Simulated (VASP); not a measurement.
# CsSnI3 (Pm-3m) in VASP: single point with PBE

Aim: the single point of CsSnI3 with PBE.

Program: VASP 6.6.1. These are calculated values, not measurements. Logs are shortened: lines on timing, memory, paths and dates and some standing lists are left out, and cuts for length are marked.

**1. The cell of the first run**

The structure is cubic, space group Pm-3m (No. 221). Conventional cell: a = 6.186 Å, b = 6.186 Å, c = 6.186 Å, α = 90.00°, β = 90.00°, γ = 90.00°. Within 5.7 Å of Cs (site symmetry m-3m) lie 12 I at 4.37 Å and 8 Sn at 5.36 Å. I (site symmetry 4/mmm) has 2 Sn at 3.09 Å within 4.1 Å. Sn (site symmetry m-3m) has 6 I at 3.09 Å within 4.1 Å.

**2. Single point, PBE**

POSCAR reads:

```
CsSnI3
1.0
    6.1859720000      0.0000000000      0.0000000000
    0.0000000000      6.1859720000      0.0000000000
    0.0000000000      0.0000000000      6.1859720000
Cs I Sn
1 3 1
Direct
    0.0000000000      0.0000000000      0.0000000000
    0.0000000000      0.5000000000      0.5000000000
    0.5000000000      0.0000000000      0.5000000000
    0.5000000000      0.5000000000      0.0000000000
    0.5000000000      0.5000000000      0.5000000000
```

INCAR.step1 reads:

```
SYSTEM = CsSnI3
  ALGO = Normal
  EDIFF = 1E-6
  ENCUT = 520
  GGA = PE
  ISIF = 2
  ISMEAR = 0
  LASPH = .True.
  LCHARG = .True.
  LREAL = .False.
  LWAVE = .False.
  NBANDS = 30
  NELM = 100
  PREC = Accurate
  SIGMA = 0.0144
```

KPOINTS.step1 reads:

```
k-points
0
Gamma
  4 4 4
  0 0 0
```

INCAR.step2 reads:

```
SYSTEM = CsSnI3
  ALGO = Normal
  EDIFF = 1E-6
  ENCUT = 520
  GGA = PE
  ICHARG = 11
  ISIF = 2
  ISMEAR = -5
  LASPH = .True.
  LCHARG = .False.
  LORBIT = 11
  LREAL = .False.
  LWAVE = .False.
  NBANDS = 30
  NEDOS = 2001
  NELM = 100
  PREC = Accurate
  SIGMA = 0.0144
```

KPOINTS.step2 reads:

```
k-points
0
Gamma
  6 6 6
  0 0 0
```

Potentials or basis: VASP PAW PBE potentials, release 64 (Cs_sv, I, Sn_d).

The run is started by

```sh
cat potpaw_PBE.64/Cs_sv/POTCAR potpaw_PBE.64/I/POTCAR potpaw_PBE.64/Sn_d/POTCAR > POTCAR
cp INCAR.step1 INCAR
cp KPOINTS.step1 KPOINTS
mpirun -np 1 vasp_std > vasp.out
cp INCAR.step2 INCAR
cp KPOINTS.step2 KPOINTS
mpirun -np 1 vasp_std > vasp.out
```

OUTCAR:

```text
SYSTEM = CsSnI3
   EDIFF = 1E-6
   ENCUT = 520
   GGA = PE
   ICHARG = 11
   ISIF = 2
   ISMEAR = -5
   LASPH = .True.
   LORBIT = 11
   LREAL = .False.
   NELM = 100
   PREC = Accurate

 ion  position               nearest neighbor table
   1  0.000  0.000  0.000-
   2  0.000  0.500  0.500-   5 3.09   5 3.09
   3  0.500  0.000  0.500-   5 3.09   5 3.09
   4  0.500  0.500  0.000-   5 3.09   5 3.09
   5  0.500  0.500  0.500-   2 3.09   3 3.09   4 3.09   4 3.09   3 3.09   2 3.09

  LATTYP: Found a simple cubic cell.
 ALAT       =     6.1859720000

  Lattice vectors:

 A1 = (   6.1859720000,   0.0000000000,   0.0000000000)
 A2 = (   0.0000000000,   6.1859720000,   0.0000000000)
 A3 = (   0.0000000000,   0.0000000000,   6.1859720000)

Analysis of symmetry for initial positions (statically):
=====================================================================
 Subroutine PRICEL returns:
 Original cell was already a primitive cell.

 Routine SETGRP: Setting up the symmetry group for a
 simple cubic supercell.

 Subroutine GETGRP returns: Found 48 space group operations
 (whereof 48 operations were pure point group operations)
 out of a pool of 48 trial point group operations.

The static configuration has the point symmetry O_h .

Analysis of symmetry for dynamics (positions and initial velocities):
=====================================================================
 Subroutine PRICEL returns:
 Original cell was already a primitive cell.

 Routine SETGRP: Setting up the symmetry group for a
 simple cubic supercell.

 Subroutine GETGRP returns: Found 48 space group operations
 (whereof 48 operations were pure point group operations)
 out of a pool of 48 trial point group operations.

The dynamic configuration has the point symmetry O_h .

 Subroutine INISYM returns: Found 48 space group operations
 (whereof 48 operations are pure point group operations),
 and found     1 'primitive' translations

----------------------------------------------------------------------------------------

                                     Primitive cell

  volume of cell :     236.7139

  direct lattice vectors                    reciprocal lattice vectors
     6.185972000  0.000000000  0.000000000     0.161656083  0.000000000  0.000000000
     0.000000000  6.185972000  0.000000000     0.000000000  0.161656083  0.000000000
     0.000000000  0.000000000  6.185972000     0.000000000  0.000000000  0.161656083

  length of vectors
     6.185972000  6.185972000  6.185972000     0.161656083  0.161656083  0.161656083

  position of ions in fractional coordinates (direct lattice)
     0.000000000  0.000000000  0.000000000
     0.000000000  0.500000000  0.500000000
     0.500000000  0.000000000  0.500000000
     0.500000000  0.500000000  0.000000000
     0.500000000  0.500000000  0.500000000

  ion indices of the primitive-cell ions
   primitive index   ion index
                 1           1
                 2           2
                 3           3
                 4           4
                 5           5

----------------------------------------------------------------------------------------

 KPOINTS: k-points

Automatic generation of k-mesh.
 Grid dimensions read from file:
 generate k-points for:    6    6    6

 Generating k-lattice:

  Cartesian coordinates                     Fractional coordinates (reciprocal lattice)
     0.026942680  0.000000000  0.000000000     0.166666667  0.000000000  0.000000000
     0.000000000  0.026942680  0.000000000     0.000000000  0.166666667  0.000000000
     0.000000000  0.000000000  0.026942680     0.000000000  0.000000000  0.166666667

  Length of vectors
     0.026942680  0.026942680  0.026942680

  Shift w.r.t. Gamma in fractional coordinates (k-lattice)
     0.000000000  0.000000000  0.000000000

 TETIRR: Found    104 inequivalent tetrahedra from     1296

 Subroutine IBZKPT returns following result:
 ===========================================

 Found     20 irreducible k-points:

 Following reciprocal coordinates:
            Coordinates               Weight
  0.000000  0.000000  0.000000      1.000000
  0.166667  0.000000  0.000000      6.000000
  0.333333  0.000000  0.000000      6.000000
  0.500000  0.000000  0.000000      3.000000
  0.166667  0.166667  0.000000     12.000000
  0.333333  0.166667  0.000000     24.000000
[... 12 lines left out ...]
  0.500000  0.500000  0.333333      6.000000
  0.500000  0.500000  0.500000      1.000000
   k-points           NKPTS =     20   k-points in BZ     NKDIM =     20   number of bands    NBANDS=     30
   number of dos      NEDOS =   2001   number of ions     NIONS =      5
   total plane-waves  NPLWV = 110592
   dimension x,y,z NGX =    48 NGY =   48 NGZ =   48
   dimension x,y,z NGXF=    96 NGYF=   96 NGZF=   96
   ions per type =               1   3   1
   NGX,Y,Z   is equivalent  to a cutoff of  12.90, 12.90, 12.90 a.u.
   NGXF,Y,Z  is equivalent  to a cutoff of  25.80, 25.80, 25.80 a.u.
 SYSTEM =  CsSnI3
   PREC   = accura    normal or accurate (medium, high low for compatibility)
   ISTART =      0    job   : 0-new  1-cont  2-samecut
   ICHARG =     11    charge: 1-file 2-atom 10-const
   ISPIN  =      1    spin polarized calculation?
   LNONCOLLINEAR =      F non collinear calculations
   LSORBIT =      F    spin-orbit coupling
   LASPH  =      T    aspherical Exc in radial PAW
   ENCUT  =  520.0 eV  38.22 Ry    6.18 a.u.  11.50 11.50 11.50*2*pi/ulx,y,z
   NELM   =    100;   NELMIN=  2; NELMDL=  0     # of ELM steps
   EDIFF  = 0.1E-05   stopping-criterion for ELM
   LREAL  =      F    real-space projection
   EDIFFG = 0.1E-04   stopping-criterion for IOM
   NSW    =      0    number of steps for IOM
   IBRION =     -1    ionic relax: 0-MD 1-quasi-New 2-CG
   NFREE  =      0    steps in history (QN), initial steepest desc. (CG)
   ISIF   =      2    stress and relaxation
   ISYM   =      2    0-nonsym 1-usesym 2-fastsym
   POTIM  = 0.5000    time-step for ionic-motion
   TEBEG  =    0.0;   TEEND  =   0.0 temperature during run
   PSTRESS=    0.0 pullay stress
   NELECT =      44.0000    total number of electrons
   NUPDOWN=      -1.0000    fix difference up-down
   EMIN   =  10.00;   EMAX   =-10.00  energy-range for DOS
   EFERMI =   0.00;   METHOD = LEGACY
   ISMEAR =    -5;   SIGMA  =   0.01  broadening in eV -4-tet -1-fermi 0-gaus
   EFERMI_NEDOS =   21; number of points for ismear=-14 and -15
   IALGO  =     38    algorithm
   IMIX   =      4    mixing-type and parameters
     AMIX     =   0.40;   BMIX     =  1.00
     AMIX_MAG =   1.60;   BMIX_MAG =  1.00
  volume/ion in A,a.u.               =      47.34       319.48
  Fermi-wavevector in a.u.,A,eV,Ry     =   0.934296  1.765563 11.876645  0.872909
  Thomas-Fermi vector in A             =   2.061086
   LORBIT       =     11    0 simple, 1 ext, 2 COOP (PROOUT), +10 PAW based schemes
   GGA     = PE    functional components
   LHFCALC =     F    Hartree Fock is set to
   AEXX    =    0.0000 exact exchange contribution
   IVDW    =     0    specifies the selected vdW correction
   LEPSILON=     F    determine dielectric tensor
   LRPA    =     F    only Hartree local field effects (RPA)
 non-spin polarized calculation
 Fermi weights with tetrahedron method with Bloechl corrections
  energy-cutoff  :      520.00
  volume of cell :      236.71
 maximum number of plane-waves:      6432
 NGX is ok and might be reduce to    48

 number of electron      43.9999988 magnetization

 Free energy of the ion-electron system (eV)
  ---------------------------------------------------
  ext. energy  EPLUGINS =         0.00000000
  ---------------------------------------------------
  free energy    TOTEN  =       -14.00083828 eV

  energy without entropy =      -14.00083828  energy(sigma->0) =      -14.00083828

 E-fermi :   3.0451     XC(G=0):  -7.5625

 val. band max:        3.0319217259   @ k =   0.5000   0.5000   0.5000
 cond. band min:       3.2896668711   @ k =   0.5000   0.5000   0.5000
 fundamental gap:      0.2577451452
 Fermi energy:         3.0451078859

 k-point     1 :       0.0000    0.0000    0.0000
  band No.  band energies     occupation
      1     -19.3468      2.00000
      2     -19.1623      2.00000
      3     -19.1623      2.00000
      4     -19.1387      2.00000
      5     -19.1387      2.00000
      6     -19.1387      2.00000
[... 22 lines left out ...]
     29       7.7229      0.00000
     30       7.7229      0.00000

 k-point     2 :       0.1667    0.0000    0.0000
  band No.  band energies     occupation
      1     -19.3467      2.00000
      2     -19.1623      2.00000
      3     -19.1619      2.00000
      4     -19.1388      2.00000
      5     -19.1388      2.00000
      6     -19.1387      2.00000
[... 22 lines left out ...]
     29       6.7309      0.00000
     30       7.6516      0.00000

 k-point     3 :       0.3333    0.0000    0.0000
  band No.  band energies     occupation
      1     -19.3465      2.00000
      2     -19.1623      2.00000
      3     -19.1611      2.00000
      4     -19.1389      2.00000
      5     -19.1389      2.00000
      6     -19.1387      2.00000
[... 22 lines left out ...]
     29       7.1791      0.00000
     30       7.7362      0.00000

 k-point     4 :       0.5000    0.0000    0.0000
  band No.  band energies     occupation
      1     -19.3464      2.00000
      2     -19.1623      2.00000
      3     -19.1607      2.00000
      4     -19.1389      2.00000
      5     -19.1389      2.00000
      6     -19.1387      2.00000
[... 22 lines left out ...]
     29       7.3449      0.00000
     30       7.3451      0.00000

 k-point     5 :       0.1667    0.1667    0.0000
  band No.  band energies     occupation
      1     -19.3466      2.00000
      2     -19.1621      2.00000
      3     -19.1617      2.00000
      4     -19.1388      2.00000
      5     -19.1388      2.00000
      6     -19.1388      2.00000
[... 22 lines left out ...]
     29       6.7463      0.00000
     30       7.1403      0.00000
[... 394 lines left out ...]
     29       7.3636      0.00000
     30       8.0559      0.00000

 k-point    18 :       0.5000    0.3333    0.3333
  band No.  band energies     occupation
      1     -19.3458      2.00000
      2     -19.1605      2.00000
      3     -19.1601      2.00000
      4     -19.1390      2.00000
      5     -19.1390      2.00000
      6     -19.1390      2.00000
[... 22 lines left out ...]
     29       7.2564      0.00000
     30       7.8319      0.00000

 k-point    19 :       0.5000    0.5000    0.3333
  band No.  band energies     occupation
      1     -19.3457      2.00000
      2     -19.1603      2.00000
      3     -19.1599      2.00000
      4     -19.1391      2.00000
      5     -19.1390      2.00000
      6     -19.1390      2.00000
[... 22 lines left out ...]
     29       7.0909      0.00000
     30       7.9711      0.00000

 k-point    20 :       0.5000    0.5000    0.5000
  band No.  band energies     occupation
      1     -19.3456      2.00000
      2     -19.1599      2.00000
      3     -19.1599      2.00000
      4     -19.1391      2.00000
      5     -19.1391      2.00000
      6     -19.1391      2.00000
[... 22 lines left out ...]
     29       6.9517      0.00000
     30       8.1454      0.00000

------------------------ aborting loop because EDIFF is reached ----------------------------------------

  FORCE on cell =-STRESS in cart. coord.  units (eV):
  Direction    XX          YY          ZZ          XY          YZ          ZX
  --------------------------------------------------------------------------------------
  -------------------------------------------------------------------------------------
  Total        1.1119137      1.1119137      1.1119137      0.0000000      0.0000000     -0.0000000
  in kB        7.5258888      7.5258888      7.5258888      0.0000000      0.0000000     -0.0000000
  external PRESSURE =       7.5258888 kB  Pullay stress =       0.0000000 kB

 VOLUME and BASIS-vectors are now :
 -----------------------------------------------------------------------------
  energy-cutoff  :      520.00
  volume of cell :      236.71
      direct lattice vectors                 reciprocal lattice vectors
     6.185972000  0.000000000  0.000000000     0.161656083  0.000000000  0.000000000
     0.000000000  6.185972000  0.000000000     0.000000000  0.161656083  0.000000000
     0.000000000  0.000000000  6.185972000     0.000000000  0.000000000  0.161656083

 POSITION                                       TOTAL-FORCE (eV/Angst)
 -----------------------------------------------------------------------------------
      0.00000      0.00000      0.00000         0.000000      0.000000      0.000000
      0.00000      3.09299      3.09299         0.000000      0.000000      0.000000
      3.09299      0.00000      3.09299         0.000000      0.000000      0.000000
      3.09299      3.09299      0.00000         0.000000      0.000000      0.000000
      3.09299      3.09299      3.09299         0.000000      0.000000      0.000000
 -----------------------------------------------------------------------------------
    total drift:                                0.000000     -0.000000     -0.000000

  FREE ENERGIE OF THE ION-ELECTRON SYSTEM (eV)
  ---------------------------------------------------
  free  energy   TOTEN  =       -14.0008382759 eV

  energy  without entropy=      -14.0008382759  energy(sigma->0) =      -14.00083828

 total charge

# of ion       s       p       d       tot
------------------------------------------
    1        1.830   4.709   0.012   6.551
    2        1.509   2.788   0.012   4.308
    3        1.509   2.788   0.012   4.308
    4        1.509   2.788   0.012   4.308
    5        1.409   0.648   9.993  12.050
--------------------------------------------------
tot          7.765  13.720  10.041  31.526
```

Run time: 4 min. Hardware: 1 thread of Oxide Virtual Turin-like, shared host; peak memory 0.34 GiB.

What came out:

```yaml
Valence_electrons_inside_the_program's_atomic_spheres: Cs 6.55; I 4.31; Sn 12.05
```

Caveat: spin-orbit coupling is left out, which moves the levels of the heavy elements.
